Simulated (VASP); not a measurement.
# AlNi in VASP: notebook, part 2 of 2

VASP 6.6.1. The steps go on from the part before.

### 3 Single point, r2SCAN

This run uses another cell than the first one, of 12.03 Å³/atom.

The input, POSCAR:

```
AlNi
1.0
    1.9200181183     -1.9425589801     -0.0037790393
    1.9512319427      1.9735411424      0.0255001712
    0.0173630105      0.0232309344      3.1752880394
Al Ni
1 1
Direct
   -0.0042343019      0.0203536993     -0.0081235684
    0.5000516049      0.4946897599      0.4962920952
```

The input, INCAR.step1:

```
SYSTEM = AlNi
PREC = Accurate ; ENCUT = 760
ISMEAR = 0 ; SIGMA = 0.1
LREAL = .False. ; LASPH = .True.
NELM = 120 ; NBANDS = 18
GGA = PE ; ALGO = Normal
EDIFF = 1E-5 ; LWAVE = .True.
LCHARG = .False. ; GGA_COMPAT = .False.
```

The input, INCAR.step2:

```
SYSTEM = AlNi
PREC = Accurate ; ENCUT = 760
EDIFF = 1E-6 ; ISMEAR = 0
SIGMA = 0.1 ; LREAL = .False.
LASPH = .True. ; NELM = 120
ALGO = Normal ; ISIF = 2
LWAVE = .False. ; LCHARG = .True.
METAGGA = R2SCAN ; LMIXTAU = .True.
LELF = .True. ; LVHAR = .True.
NBANDS = 18 ; ISTART = 1
GGA_COMPAT = .False.
```

The input, KPOINTS:

```
Automatic mesh
0
Gamma
  1 1 1
  0 0 0
```

Potentials or basis: VASP PAW PBE potentials, release 64 (Al, Ni_sv_GW).

Started as:

```
> cat potpaw_PBE.64/Al/POTCAR potpaw_PBE.64/Ni_sv_GW/POTCAR > POTCAR
> cp INCAR.step1 INCAR
> mpirun -np 1 vasp_gam > vasp.out
> cp INCAR.step2 INCAR
> mpirun -np 1 vasp_gam > vasp.out
```

OUTCAR:

```text
SYSTEM = AlNi
   PREC = Accurate
   ENCUT = 760
   EDIFF = 1E-6
   ISMEAR = 0
   LREAL = .False.
   LASPH = .True.
   NELM = 120
   ISIF = 2
   METAGGA = R2SCAN
   ISTART = 1

 ion  position               nearest neighbor table
   1  0.996  0.020  0.992-   2 2.45   2 2.45   2 2.49   2 2.50   2 2.53   2 2.54   2 2.56   2 2.58

   2  0.500  0.495  0.496-   1 2.45   1 2.45   1 2.49   1 2.50   1 2.53   1 2.54   1 2.56   1 2.58

  LATTYP: Found a triclinic cell.
 ALAT       =     6.3109597888
 B/A-ratio  =     0.9663547015
 C/A-ratio  =     1.3956002506
 COS(alpha) =     0.0000535922
 COS(beta)  =     0.6296017415
 COS(gamma) =     0.7737014820

  Lattice vectors:

 A1 = (  -3.8573992471,   3.8618870258,  -3.1677299608)
 A2 = (  -5.7912681793,   1.9115768178,  -0.0179420926)
 A3 = (   1.9477197461,   5.8431793961,  -6.2957966971)

Analysis of symmetry for initial positions (statically):
=====================================================================
 Subroutine PRICEL returns:
 Original cell was already a primitive cell.

 Routine SETGRP: Setting up the symmetry group for a
[... 140 lines left out ...]
  ---------------------------------------------------
  free energy    TOTEN  =       -21.06322235 eV

  energy without entropy =      -21.00680339  energy(sigma->0) =      -21.03501287

 E-fermi :  11.5262     XC(G=0): -13.0783

 val. band max:       11.5261804753   @ k =   0.0000   0.0000   0.0000
 cond. band min:      16.4791379587   @ k =   0.0000   0.0000   0.0000
 fundamental gap:      4.9529574834
 Fermi energy:        11.5261804753

 k-point     1 :       0.0000    0.0000    0.0000
  band No.  band energies     occupation
      1     -95.0855      2.00000
      2     -54.3296      2.00000
      3     -53.9996      2.00000
      4     -53.9448      2.00000
      5      -2.5808      2.00000
      6       7.2722      2.00000
[... 10 lines left out ...]
     17      29.7180      0.00000
     18      30.2716      0.00000

------------------------ aborting loop because EDIFF is reached ----------------------------------------

  FORCE on cell =-STRESS in cart. coord.  units (eV):
  Direction    XX          YY          ZZ          XY          YZ          ZX
  --------------------------------------------------------------------------------------
  -------------------------------------------------------------------------------------
  Total      -10.0059405     -9.9277782     16.2187477     -0.1200567     -0.0967013     -0.0803528
  in kB     -666.1543371   -660.9506136   1079.7774714     -7.9928812     -6.4379744     -5.3495590
  external PRESSURE =     -82.4424931 kB  Pullay stress =       0.0000000 kB

 VOLUME and BASIS-vectors are now :
 -----------------------------------------------------------------------------
  energy-cutoff  :      760.00
  volume of cell :       24.07
      direct lattice vectors                 reciprocal lattice vectors
     1.920018118 -1.942558980 -0.003779039     0.260372202 -0.257434856  0.000459677
     1.951231943  1.973541142  0.025500171     0.256305261  0.253337505 -0.003254980
     0.017363011  0.023230934  3.175288039    -0.001748462 -0.002340892  0.314958746

 POSITION                                       TOTAL-FORCE (eV/Angst)
 -----------------------------------------------------------------------------------
      1.96882     -1.87112      3.14625        -0.058696     -0.077886      0.021839
      1.93398      0.01644      1.58660         0.058696      0.077886     -0.021839
 -----------------------------------------------------------------------------------
    total drift:                                0.000851      0.000345     -0.001720

  FREE ENERGIE OF THE ION-ELECTRON SYSTEM (eV)
  ---------------------------------------------------
  free  energy   TOTEN  =       -21.0632223455 eV

  energy  without entropy=      -21.0068033872  energy(sigma->0) =      -21.03501287
```

OUTCAR.step1:

```text
SYSTEM = AlNi
   PREC = Accurate
   ENCUT = 760
   ISMEAR = 0
   LREAL = .False.
   LASPH = .True.
[... 223 lines left out ...]
      1.96882     -1.87112      3.14625        -0.061558     -0.080696      0.034160
      1.93398      0.01644      1.58660         0.061558      0.080696     -0.034160
 -----------------------------------------------------------------------------------
    total drift:                                0.001838     -0.000059      0.002207

  FREE ENERGIE OF THE ION-ELECTRON SYSTEM (eV)
  ---------------------------------------------------
  free  energy   TOTEN  =       -11.3401303543 eV

  energy  without entropy=      -11.2837113960  energy(sigma->0) =      -11.31192088
```

OSZICAR.step1:

```text
N       E                     dE             d eps       ncg     rms          rms(c)
DAV:   1     0.161624350203E+03    0.16162E+03   -0.15814E+04    60   0.533E+03
DAV:   2    -0.350533411466E+01   -0.16513E+03   -0.16044E+03    64   0.101E+03
DAV:   3    -0.124430651834E+02   -0.89377E+01   -0.88784E+01    48   0.278E+02
DAV:   4    -0.129371330907E+02   -0.49407E+00   -0.49352E+00    64   0.310E+01
DAV:   5    -0.129450687994E+02   -0.79357E-02   -0.79327E-02    48   0.365E+00    0.179E+01
DAV:   6    -0.193750655507E+02   -0.64300E+01   -0.80862E+01    56   0.552E+02    0.212E+01
DAV:   7    -0.118380080976E+02    0.75371E+01   -0.18881E+01    56   0.258E+02    0.510E+00
DAV:   8    -0.115015319143E+02    0.33648E+00   -0.67974E-01    56   0.417E+01    0.264E+00
DAV:   9    -0.113554963864E+02    0.14604E+00   -0.84863E-02    56   0.138E+01    0.105E+00
DAV:  10    -0.113412615262E+02    0.14235E-01   -0.57528E-02    64   0.171E+01    0.293E-01
DAV:  11    -0.113403174874E+02    0.94404E-03   -0.27462E-03    56   0.159E+00    0.114E-01
DAV:  12    -0.113401447020E+02    0.17279E-03   -0.54607E-04    64   0.169E+00    0.289E-02
DAV:  13    -0.113401308981E+02    0.13804E-04   -0.10199E-05    36   0.235E-01    0.603E-03
DAV:  14    -0.113401303543E+02    0.54382E-06   -0.36759E-06    24   0.836E-02
   1 F= -.11340130E+02 E0= -.11311921E+02  d E =-.564190E-01
```

Run time: 16 s. Hardware: 1 thread of Intel Xeon Platinum 8488C (Sapphire Rapids), shared host; peak memory 0.16 GiB.

What came out:

```
Free energy            : -21.0632 eV
Pressure               : -8.2 GPa
Largest force          : 0.100 eV/Å
Band gap on the k mesh : zero (an odd number of electrons rules out a gap without spin polarisation)
```

Forces in eV/Å, atoms in the order of the input:
```
Al  -0.059 -0.078  0.022
Ni   0.059  0.078 -0.022
```

Levels at points of the mesh, in eV from the Fermi level:
| k point | band 7 | band 8 | band 9 | band 10 | band 11 | band 12 | band 13 | band 14 |
| --- | --- | --- | --- | --- | --- | --- | --- | --- |
| (0.00, 0.00, 0.00) | -3.69 | -2.03 | -1.93 | -1.34 | 0.00 | 4.95 | 5.55 | 5.68 |

Caveat: the k points lie up to 2.30 Å⁻¹ apart, too coarse for converged energies and pressures of a metal; the PAW data sets were made with another functional, which shifts forces and pressure a little. Spin polarisation is off, so any magnetic state and its effect on volume and gap are missing.

### 4 Relaxation of cell and atoms, r2SCAN

The input, POSCAR:

```
AlNi
1.0
    1.9386940000     -1.9531901500      0.0000000000
    1.9386940000      1.9531901500      0.0000000000
    0.0000000000      0.0000000000      3.0994300413
Al Ni
1 1
Direct
    0.0000000000      0.0000000000      0.0000000000
    0.5000000000      0.5000000000      0.5000000000
```

The input, INCAR.step1:

```
ALGO     = Normal         # electronic algorithm
EDIFF    = 1E-4           # SCF threshold, eV
ENCUT    = 600            # plane-wave cutoff, eV
GGA      = PE             # functional
ISMEAR   = 0              # smearing method
LASPH    = T              # aspherical terms in the spheres
LCHARG   = F              # write CHGCAR
LREAL    = F              # projectors in reciprocal space
LWAVE    = T              # write WAVECAR
NELM     = 60             # most SCF steps
PREC     = Accurate       # precision mode
SIGMA    = 0.1            # smearing width, eV
```

The input, INCAR.step2:

```
ALGO     = Normal         # electronic algorithm
EDIFF    = 1E-6           # SCF threshold, eV
EDIFFG   = -0.01          # ionic threshold
ENCUT    = 600            # plane-wave cutoff, eV
IBRION   = 2              # ionic algorithm
ISIF     = 3              # what is computed and relaxed
ISMEAR   = 0              # smearing method
ISTART   = 1            
LASPH    = T              # aspherical terms in the spheres
LCHARG   = F              # write CHGCAR
LMIXTAU  = T            
LREAL    = F              # projectors in reciprocal space
LWAVE    = F              # write WAVECAR
METAGGA  = R2SCAN         # meta-GGA
NELM     = 60             # most SCF steps
NSW      = 80             # ionic steps
PREC     = Accurate       # precision mode
SIGMA    = 0.1            # smearing width, eV
```

The input, KPOINTS:

```
k-points
0
Gamma
  16 16 14
```

Potentials or basis: VASP PAW PBE potentials, release 64 (Al, Ni).

Started as:

```
> cat potpaw_PBE.64/Al/POTCAR potpaw_PBE.64/Ni/POTCAR > POTCAR
> cp INCAR.step1 INCAR
> mpirun -np 1 vasp_std > vasp.out
> cp INCAR.step2 INCAR
> mpirun -np 1 vasp_std > vasp.out
```

Run time: 53 min. Hardware: 1 thread of Oxide Virtual Turin-like, shared host; peak memory 0.3 GiB.

Results (log left out):

```yaml
Free_energy: -20.0709 eV
Relaxed_volume: 11.71 Å³/atom
Relaxed_cell: a = 2.859 Å, b = 2.859 Å, c = 2.866 Å, α = 90.00°, β = 90.00°, γ = 89.99°
Space_group_after_relaxing_to_0.1_Å: Pm-3m (No. 221)
Energy_gained_by_relaxing: 24.2 meV/atom
Ionic_steps: 10
Pressure_after_relaxing: 0.0 GPa
Band_gap_on_the_k_mesh: zero (an odd number of electrons rules out a gap without spin polarisation)
```

Stress tensor (GPa, compression positive):
```
-0.02  0.00  0.00
 0.00  0.01  0.00
 0.00  0.00  0.08
```

Step by step:
```tsv
step	energy change (eV)	largest force (eV/Å)	pressure (GPa)	volume (Å³)
1	0.0000	0.0000	0.29	23.47
2	-0.0166	0.0000	-0.49	23.54
3	-0.0442	0.0000	-1.74	23.68
4	-0.0434	0.0000	3.13	23.02
5	-0.0478	0.0000	0.56	23.37
6	-0.0481	0.0000	-0.53	23.50
7	-0.0484	0.0000	-0.06	23.44
8	-0.0484	0.0000	-0.08	23.44
9	-0.0484	0.0000	0.15	23.42
10	-0.0484	0.0000	0.02	23.43
```

Final structure:
```
CELL_PARAMETERS angstrom
2.02181 -2.02155 0.00000
2.02181 2.02155 0.00000
0.00000 0.00000 2.86613
ATOMIC_POSITIONS crystal
Al 0.00000 0.00000 0.00000
Ni 0.50000 0.50000 0.50000
```

Levels at points of the mesh, in eV from the Fermi level:
```
           k point  band 5  band 6  band 7  band 8  band 9  band 10
(0.00, 0.00, 0.00)   -1.63   -1.63    5.93    6.03    6.03     8.46
(0.50, 0.00, 0.00)   -2.37   -1.54   -0.64    8.68   10.62    10.71
(0.50, 0.50, 0.00)   -2.21   -2.21   -1.04    1.65    2.83    13.49
(0.00, 0.00, 0.50)   -2.37   -1.53   -0.65    8.68   10.70    10.70
(0.50, 0.00, 0.50)   -2.20   -2.20   -1.04    1.63    2.81    13.56
(0.50, 0.50, 0.50)   -1.01    2.03    2.03    2.04    4.73     4.73
```

Caveat: the PAW data sets were made with another functional, which shifts forces and pressure a little. Spin polarisation is off, so any magnetic state and its effect on volume and gap are missing.

### 5 Summary

```tsv
task	potentials or basis	cell	k mesh	cutoff (eV)	gap on the mesh (eV)	pressure (GPa)
single point	VASP PAW PBE potentials, release 64 (Al, Ni_sv_GW)	a = 2.752, b = 2.752, c = 3.099 Å, angles 90.0, 90.0, 90.4°, 2 atoms, atomic positions A	1 × 1 × 1	760	none	-3.2
single point	VASP PAW PBE potentials, release 64 (Al, Ni_sv_GW)	a = 2.731, b = 2.775, c = 3.175 Å, angles 89.0, 90.2, 90.7°, 2 atoms, atomic positions B	1 × 1 × 1	760	none	-8.2
relaxation of cell and atoms	VASP PAW PBE potentials, release 64 (Al, Ni)	relaxed from a = 2.752, b = 2.752, c = 3.099 Å, angles 90.0, 90.0, 90.4°, 2 atoms, atomic positions A	16 × 16 × 14	600	none	0.0
```

Alike in all rows: level r2SCAN; no spin polarisation; smearing gaussian 0.1 eV.

Caveats: some runs use coarse meshes; the PAW data sets were made with another functional, which shifts forces and pressure a little.

Absolute energies hang on the potentials; compare differences alone.

The gap in the log of VASP goes by the Fermi energy; the results here count the filled bands.